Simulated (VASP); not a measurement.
# Ni (Fm-3m) in VASP: further runs

The runs below take Ni through single point, with PBE.

All numbers are computed with VASP 6.6.1; they aren't measurements. Logs are shortened: lines on timing, memory, paths and dates and some standing lists are left out, and cuts for length are marked.

**1. The cell of the first run**

Symmetry: Fm-3m, No. 225, cubic system. The conventional cell has a = 3.518 Å, b = 3.518 Å, c = 3.518 Å, α = 90.00°, β = 90.00°, γ = 90.00°. Ni (site symmetry m-3m) has 12 Ni at 2.49 Å within 3.3 Å.

**2. Single point, PBE, collinear spin, ferromagnetic start**

Input file INCAR:

```
SYSTEM = Ni
PREC = Accurate
ENCUT = 520
EDIFF = 1E-6
ISMEAR = 0
SIGMA = 0.1
LREAL = .FALSE.
LASPH = .TRUE.
NELM = 150
ALGO = Fast
ISIF = 2
LWAVE = .FALSE.
LCHARG = .TRUE.
ISPIN = 2
MAGMOM = 0.81
LORBIT = 11
LMAXMIX = 4
GGA = PE
LELF = .TRUE.
LVHAR = .TRUE.
NBANDS = 15
```

Input file KPOINTS:

```
regular mesh
0
G
  20 20 20
  0 0 0
```

Input file POSCAR:

```
Ni
1.0
    0.0000000000      1.7590468197      1.7590468197
    1.7590468197      0.0000000000      1.7590468197
    1.7590468197      1.7590468197      0.0000000000
Ni
1
Direct
    0.0000000000      0.0000000000      0.0000000000
```

Potentials or basis: VASP PAW PBE potentials, release 64 (Ni).

Command:

```console
cat potpaw_PBE.64/Ni/POTCAR > POTCAR
mpirun -np 1 vasp_std > vasp.out
```

OUTCAR:

```text
SYSTEM = Ni
   PREC = Accurate
   ENCUT = 520
   EDIFF = 1E-6
   ISMEAR = 0
   LREAL = .FALSE.
   LASPH = .TRUE.
   NELM = 150
   ISIF = 2
   ISPIN = 2
   LORBIT = 11
   GGA = PE

 ion  position               nearest neighbor table
   1  0.000  0.000  0.000-

  LATTYP: Found a face centered cubic cell.
 ALAT       =     3.5180936394

  Lattice vectors:

 A1 = (   0.0000000000,   1.7590468197,   1.7590468197)
 A2 = (   1.7590468197,   0.0000000000,   1.7590468197)
 A3 = (   1.7590468197,   1.7590468197,   0.0000000000)

Analysis of symmetry for initial positions (statically):
=====================================================================
 Subroutine PRICEL returns:
 Original cell was already a primitive cell.

 Routine SETGRP: Setting up the symmetry group for a
 face centered cubic supercell.

 Subroutine GETGRP returns: Found 48 space group operations
 (whereof 48 operations were pure point group operations)
 out of a pool of 48 trial point group operations.

The static configuration has the point symmetry O_h .

Analysis of symmetry for dynamics (positions and initial velocities):
=====================================================================
 Subroutine PRICEL returns:
 Original cell was already a primitive cell.

 Routine SETGRP: Setting up the symmetry group for a
 face centered cubic supercell.

 Subroutine GETGRP returns: Found 48 space group operations
 (whereof 48 operations were pure point group operations)
 out of a pool of 48 trial point group operations.

The dynamic configuration has the point symmetry O_h .

Analysis of structural, dynamic, and magnetic symmetry:
=====================================================================
 Subroutine PRICEL returns:
 Original cell was already a primitive cell.

 Routine SETGRP: Setting up the symmetry group for a
 face centered cubic supercell.

 Subroutine GETGRP returns: Found 48 space group operations
 (whereof 48 operations were pure point group operations)
 out of a pool of 48 trial point group operations.

The overall configuration has the point symmetry O_h .

 Subroutine INISYM returns: Found 48 space group operations
 (whereof 48 operations are pure point group operations),
 and found     1 'primitive' translations

----------------------------------------------------------------------------------------

                                     Primitive cell

  volume of cell :      10.8858

  direct lattice vectors                    reciprocal lattice vectors
     0.000000000  1.759046820  1.759046820    -0.284244850  0.284244850  0.284244850
     1.759046820  0.000000000  1.759046820     0.284244850 -0.284244850  0.284244850
     1.759046820  1.759046820  0.000000000     0.284244850  0.284244850 -0.284244850

  length of vectors
     2.487667869  2.487667869  2.487667869     0.492326523  0.492326523  0.492326523

  position of ions in fractional coordinates (direct lattice)
     0.000000000  0.000000000  0.000000000

  ion indices of the primitive-cell ions
   primitive index   ion index
                 1           1

----------------------------------------------------------------------------------------

 KPOINTS: regular mesh

Automatic generation of k-mesh.
 Grid dimensions read from file:
 generate k-points for:   20   20   20

 Generating k-lattice:

  Cartesian coordinates                     Fractional coordinates (reciprocal lattice)
    -0.014212243  0.014212243  0.014212243     0.050000000  0.000000000  0.000000000
     0.014212243 -0.014212243  0.014212243     0.000000000  0.050000000  0.000000000
     0.014212243  0.014212243 -0.014212243     0.000000000  0.000000000  0.050000000

  Length of vectors
     0.024616326  0.024616326  0.024616326

  Shift w.r.t. Gamma in fractional coordinates (k-lattice)
     0.000000000  0.000000000  0.000000000

 Subroutine IBZKPT returns following result:
 ===========================================

 Found    256 irreducible k-points:

 Following reciprocal coordinates:
            Coordinates               Weight
  0.000000  0.000000  0.000000      1.000000
  0.050000  0.000000  0.000000      8.000000
  0.100000  0.000000  0.000000      8.000000
  0.150000  0.000000  0.000000      8.000000
  0.200000  0.000000  0.000000      8.000000
  0.250000  0.000000  0.000000      8.000000
[... 16 lines left out ...]
 -0.400000  0.050000  0.000000     24.000000
 -0.350000  0.050000  0.000000     24.000000
 [... further k-points ...]
   k-points           NKPTS =    256   k-points in BZ     NKDIM =    256   number of bands    NBANDS=     15
   number of dos      NEDOS =    301   number of ions     NIONS =      1
   total plane-waves  NPLWV =   8000
   dimension x,y,z NGX =    20 NGY =   20 NGZ =   20
   dimension x,y,z NGXF=    40 NGYF=   40 NGZF=   40
   ions per type =               1
   NGX,Y,Z   is equivalent  to a cutoff of  13.37, 13.37, 13.37 a.u.
   NGXF,Y,Z  is equivalent  to a cutoff of  26.73, 26.73, 26.73 a.u.
 SYSTEM =  Ni
   PREC   = accura    normal or accurate (medium, high low for compatibility)
   ISTART =      0    job   : 0-new  1-cont  2-samecut
   ICHARG =      2    charge: 1-file 2-atom 10-const
   ISPIN  =      2    spin polarized calculation?
   LNONCOLLINEAR =      F non collinear calculations
   LSORBIT =      F    spin-orbit coupling
   LASPH  =      T    aspherical Exc in radial PAW
   ENCUT  =  520.0 eV  38.22 Ry    6.18 a.u.   4.63  4.63  4.63*2*pi/ulx,y,z
   NELM   =    150;   NELMIN=  2; NELMDL= -5     # of ELM steps
   EDIFF  = 0.1E-05   stopping-criterion for ELM
   LREAL  =      F    real-space projection
   EDIFFG = 0.1E-04   stopping-criterion for IOM
   NSW    =      0    number of steps for IOM
   IBRION =     -1    ionic relax: 0-MD 1-quasi-New 2-CG
   NFREE  =      0    steps in history (QN), initial steepest desc. (CG)
   ISIF   =      2    stress and relaxation
   ISYM   =      2    0-nonsym 1-usesym 2-fastsym
   POTIM  = 0.5000    time-step for ionic-motion
   TEBEG  =    0.0;   TEEND  =   0.0 temperature during run
   PSTRESS=    0.0 pullay stress
   NELECT =      10.0000    total number of electrons
   NUPDOWN=      -1.0000    fix difference up-down
   EMIN   =  10.00;   EMAX   =-10.00  energy-range for DOS
   EFERMI =   0.00;   METHOD = LEGACY
   ISMEAR =     0;   SIGMA  =   0.10  broadening in eV -4-tet -1-fermi 0-gaus
   EFERMI_NEDOS =   21; number of points for ismear=-14 and -15
   IALGO  =     68    algorithm
   IMIX   =      4    mixing-type and parameters
     AMIX     =   0.40;   BMIX     =  1.00
     AMIX_MAG =   1.60;   BMIX_MAG =  1.00
  volume/ion in A,a.u.               =      10.89        73.46
  Fermi-wavevector in a.u.,A,eV,Ry     =   1.591430  3.007366 34.458771  2.532648
  Thomas-Fermi vector in A             =   2.689971
   LORBIT       =     11    0 simple, 1 ext, 2 COOP (PROOUT), +10 PAW based schemes
   GGA     = PE    functional components
   LHFCALC =     F    Hartree Fock is set to
   AEXX    =    0.0000 exact exchange contribution
   IVDW    =     0    specifies the selected vdW correction
   LEPSILON=     F    determine dielectric tensor
   LRPA    =     F    only Hartree local field effects (RPA)
 spin polarized calculation
 RMM-DIIS sequential band-by-band and
 Gauss-broadening in eV      SIGMA  =   0.10
  energy-cutoff  :      520.00
  volume of cell :       10.89
 maximum number of plane-waves:       305
   NGX =  9   NGY =  9   NGZ =  9

 number of electron      10.0000009 magnetization       0.6279843

 Free energy of the ion-electron system (eV)
  ---------------------------------------------------
  ext. energy  EPLUGINS =         0.00000000
  ---------------------------------------------------
  free energy    TOTEN  =        -5.47513454 eV

  energy without entropy =       -5.46636446  energy(sigma->0) =       -5.47074950

 E-fermi :   9.3702     XC(G=0): -13.2524

 val. band max:        9.3695811209   @ k =  -0.4500   0.5000   0.0500
 cond. band min:       9.3702824583   @ k =   0.4000   0.0000   0.0000
 fundamental gap:      0.0007013374
 Fermi energy:         9.3702131996

 spin component 1

 k-point     1 :       0.0000    0.0000    0.0000
  band No.  band energies     occupation
      1       0.3628      1.00000
      2       6.9320      1.00000
      3       6.9320      1.00000
      4       6.9320      1.00000
      5       8.1100      1.00000
      6       8.1100      1.00000
      7      33.0888      0.00000
      8      36.9449      0.00000
      9      36.9449      0.00000
     10      36.9449      0.00000
     11      39.8801      0.00000
     12      39.8801      0.00000
     13      39.8801      0.00000
     14      42.8505      0.00000
     15      49.1382      0.00000
[... 397 lines left out ...]
 k-point    24 :      -0.3500    0.0500    0.0000
  band No.  band energies     occupation
      1       4.1891      1.00000
      2       7.0199      1.00000
      3       7.0747      1.00000
      4       7.1955      1.00000
      5       8.4394      1.00000
      6       8.7890      1.00000
      7      18.5051      0.00000
      8      31.0480      0.00000
      9      33.4131      0.00000
     10      35.2738      0.00000
     11      37.2542      0.00000
     12      39.0928      0.00000
     13      43.3148      0.00000
     14      49.9916      0.00000
     15      51.7084      0.00000

 [... further k-points ...]

 spin component 2

 k-point     1 :       0.0000    0.0000    0.0000
  band No.  band energies     occupation
      1       0.3267      1.00000
      2       7.6893      1.00000
      3       7.6893      1.00000
      4       7.6893      1.00000
      5       8.6961      1.00000
      6       8.6961      1.00000
      7      32.9243      0.00000
      8      36.9246      0.00000
      9      36.9246      0.00000
     10      36.9246      0.00000
     11      39.9806      0.00000
     12      39.9806      0.00000
     13      39.9806      0.00000
     14      42.7238      0.00000
     15      49.3362      0.00000
[... 397 lines left out ...]
 k-point    24 :      -0.3500    0.0500    0.0000
  band No.  band energies     occupation
      1       4.4038      1.00000
      2       7.5572      1.00000
      3       7.6668      1.00000
      4       7.7080      1.00000
      5       9.1712      0.99755
      6       9.4842      0.05345
      7      18.7490      0.00000
      8      31.0143      0.00000
      9      33.4116      0.00000
     10      35.3773      0.00000
     11      37.2820      0.00000
     12      39.1115      0.00000
     13      43.3764      0.00000
     14      50.0638      0.00000
     15      51.8437      0.00000

 [... further k-points ...]
[... 5 lines left out ...]
  --------------------------------------------------------------------------------------
  -------------------------------------------------------------------------------------
  Total       -0.0048287     -0.0048287     -0.0048287      0.0000000      0.0000000      0.0000000
  in kB       -0.7106942     -0.7106942     -0.7106942      0.0000000      0.0000000      0.0000000
  external PRESSURE =      -0.7106942 kB  Pullay stress =       0.0000000 kB

 VOLUME and BASIS-vectors are now :
 -----------------------------------------------------------------------------
  energy-cutoff  :      520.00
  volume of cell :       10.89
      direct lattice vectors                 reciprocal lattice vectors
     0.000000000  1.759046820  1.759046820    -0.284244850  0.284244850  0.284244850
     1.759046820  0.000000000  1.759046820     0.284244850 -0.284244850  0.284244850
     1.759046820  1.759046820  0.000000000     0.284244850  0.284244850 -0.284244850

 POSITION                                       TOTAL-FORCE (eV/Angst)
 -----------------------------------------------------------------------------------
      0.00000      0.00000      0.00000         0.000000     -0.000000     -0.000000
 -----------------------------------------------------------------------------------
    total drift:                                0.000000      0.000000      0.000000

  FREE ENERGIE OF THE ION-ELECTRON SYSTEM (eV)
  ---------------------------------------------------
  free  energy   TOTEN  =        -5.4751345378 eV

  energy  without entropy=       -5.4663644578  energy(sigma->0) =       -5.47074950

 total charge

# of ion       s       p       d       tot
------------------------------------------
    1        0.498   0.497   8.314   9.309

 magnetization (x)

# of ion       s       p       d       tot
------------------------------------------
    1       -0.007  -0.025   0.672   0.640
```

Run time: 71 s. Hardware: 1 thread of Intel Xeon Platinum 8488C (Sapphire Rapids), shared host; peak memory 0.18 GiB.

Results:

```yaml
Free_energy: -5.4751 eV
Pressure: -0.1 GPa
Net_moment: 0.63 μB per cell
Site_moments: Ni +0.64 μB
Valence_electrons_inside_the_program's_atomic_spheres: Ni 9.31
```

**3. Single point, PBE, collinear spin, ferromagnetic start**

Input file INCAR:

```
SYSTEM = Ni
ALGO     = Fast           ! electronic algorithm
EDIFF    = 1E-7           ! SCF threshold, eV
ENCUT    = 520            ! plane-wave cutoff, eV
GGA      = PE             ! functional
ISIF     = 2              ! what is computed and relaxed
ISMEAR   = 0              ! smearing method
ISPIN    = 2              ! spin polarisation
LASPH    = .True.         ! aspherical terms in the spheres
LCHARG   = .False.        ! write CHGCAR
LMAXMIX  = 4              ! l up to which the mixer works
LORBIT   = 11             ! projections on sites
LREAL    = .False.        ! projectors in reciprocal space
LWAVE    = .False.        ! write WAVECAR
MAGMOM   = 0.75           ! initial moments
NBANDS   = 15             ! bands
NELM     = 150            ! most SCF steps
PREC     = Accurate       ! precision mode
SIGMA    = 0.15           ! smearing width, eV
```

Input file KPOINTS:

```
k-points
0
Gamma
  22 22 22
  0 0 0
```

POSCAR is that of step 2.

Potentials or basis: VASP PAW PBE potentials, release 64 (Ni).

Command:

```console
cat potpaw_PBE.64/Ni/POTCAR > POTCAR
mpirun -np 1 vasp_std > vasp.out
```

OUTCAR:

```text
SYSTEM = Ni
   EDIFF = 1E-7
   ENCUT = 520
   GGA = PE
   ISIF = 2
   ISMEAR = 0
   ISPIN = 2
   LASPH = .True.
   LORBIT = 11
   LREAL = .False.
   NELM = 150
   PREC = Accurate

 ion  position               nearest neighbor table
   1  0.000  0.000  0.000-

  LATTYP: Found a face centered cubic cell.
 ALAT       =     3.5180936394

[... 1066 lines left out ...]
     13      43.6952      0.00000
     14      54.6397      0.00000
     15      55.4384      0.00000

 [... further k-points ...]
[... 5 lines left out ...]
  --------------------------------------------------------------------------------------
  -------------------------------------------------------------------------------------
  Total        0.0125330      0.0125330      0.0125330     -0.0000000      0.0000000     -0.0000000
  in kB        1.8445982      1.8445982      1.8445982     -0.0000000      0.0000000     -0.0000000
  external PRESSURE =       1.8445982 kB  Pullay stress =       0.0000000 kB

 VOLUME and BASIS-vectors are now :
 -----------------------------------------------------------------------------
  energy-cutoff  :      520.00
  volume of cell :       10.89
      direct lattice vectors                 reciprocal lattice vectors
     0.000000000  1.759046820  1.759046820    -0.284244850  0.284244850  0.284244850
     1.759046820  0.000000000  1.759046820     0.284244850 -0.284244850  0.284244850
     1.759046820  1.759046820  0.000000000     0.284244850  0.284244850 -0.284244850

 POSITION                                       TOTAL-FORCE (eV/Angst)
 -----------------------------------------------------------------------------------
      0.00000      0.00000      0.00000        -0.000000      0.000000      0.000000
 -----------------------------------------------------------------------------------
    total drift:                                0.000000      0.000000      0.000000

  FREE ENERGIE OF THE ION-ELECTRON SYSTEM (eV)
  ---------------------------------------------------
  free  energy   TOTEN  =        -5.4800779295 eV

  energy  without entropy=       -5.4605845780  energy(sigma->0) =       -5.47033125

 total charge

# of ion       s       p       d       tot
------------------------------------------
    1        0.498   0.497   8.314   9.309

 magnetization (x)

# of ion       s       p       d       tot
------------------------------------------
    1       -0.006  -0.025   0.676   0.645
```

OSZICAR:

```text
N       E                     dE             d eps       ncg     rms          rms(c)
DAV:   1     0.328444901342E+02    0.32844E+02   -0.42065E+03 20966   0.854E+02
DAV:   2    -0.506868255590E+01   -0.37913E+02   -0.35201E+02 22389   0.161E+02
DAV:   3    -0.649991830315E+01   -0.14312E+01   -0.14161E+01 23992   0.308E+01
DAV:   4    -0.650856946722E+01   -0.86512E-02   -0.86496E-02 24215   0.228E+00
DAV:   5    -0.650867615965E+01   -0.10669E-03   -0.10669E-03 24405   0.228E-01    0.991E+00
RMM:   6    -0.581858992114E+01    0.69009E+00   -0.16644E+00 26638   0.137E+01    0.640E+00
RMM:   7    -0.550246829767E+01    0.31612E+00   -0.19535E-01 26263   0.454E+00    0.209E+00
RMM:   8    -0.548260611517E+01    0.19862E-01   -0.43771E-03 30361   0.392E-01    0.958E-01
RMM:   9    -0.548058300771E+01    0.20231E-02   -0.82805E-04 30949   0.168E-01    0.236E-01
RMM:  10    -0.548008983756E+01    0.49317E-03   -0.15213E-04 28367   0.127E-01    0.398E-02
RMM:  11    -0.548007632417E+01    0.13513E-04   -0.39072E-05 29792   0.488E-02    0.364E-02
RMM:  12    -0.548007785304E+01   -0.15289E-05   -0.93112E-06 31623   0.180E-02    0.187E-02
RMM:  13    -0.548007776523E+01    0.87807E-07   -0.10680E-06 30215   0.641E-03    0.335E-03
RMM:  14    -0.548007789053E+01   -0.12530E-06   -0.14371E-07 24937   0.273E-03    0.623E-04
RMM:  15    -0.548007792949E+01   -0.38959E-07   -0.40184E-08 19443   0.139E-03
   1 F= -.54800779E+01 E0= -.54703313E+01  d E =-.194934E-01  mag=     0.6333
```

It took 1.8 min on 1 thread of Intel Xeon Platinum 8488C (Sapphire Rapids), shared host; peak memory 0.2 GiB.

Results:

| Property | Result |
| --- | --- |
| Free energy | -5.4801 eV |
| Pressure | 0.2 GPa |
| Net moment | 0.63 μB per cell |
| Site moments | Ni +0.65 μB |
| Valence electrons inside the program's atomic spheres | Ni 9.31 |

Levels at points of the mesh, in eV from the Fermi level:
Spin up:
| k point | band 2 | band 3 | band 4 | band 5 | band 6 | band 7 | band 8 | band 9 |
| --- | --- | --- | --- | --- | --- | --- | --- | --- |
| (0.00, 0.00, 0.00) | -2.43 | -2.43 | -2.43 | -1.26 | -1.26 | 23.72 | 27.58 | 27.58 |
| (0.50, 0.00, 0.00) | -2.42 | -2.42 | -0.61 | -0.61 | -0.29 | 5.66 | 22.21 | 24.67 |
| (0.50, 0.50, 0.00) | -4.19 | -0.55 | -0.48 | -0.48 | 2.45 | 9.21 | 14.82 | 14.82 |
Spin down:
| k point | band 3 | band 4 | band 5 | band 6 | band 7 | band 8 |
| --- | --- | --- | --- | --- | --- | --- |
| (0.00, 0.00, 0.00) | -1.68 | -1.68 | -0.66 | -0.66 | 23.56 | 27.56 |
| (0.50, 0.00, 0.00) | -1.79 | -0.35 | 0.16 | 0.16 | 6.09 | 22.07 |
| (0.50, 0.50, 0.00) | 0.07 | 0.39 | 0.39 | 2.41 | 9.46 | 14.83 |
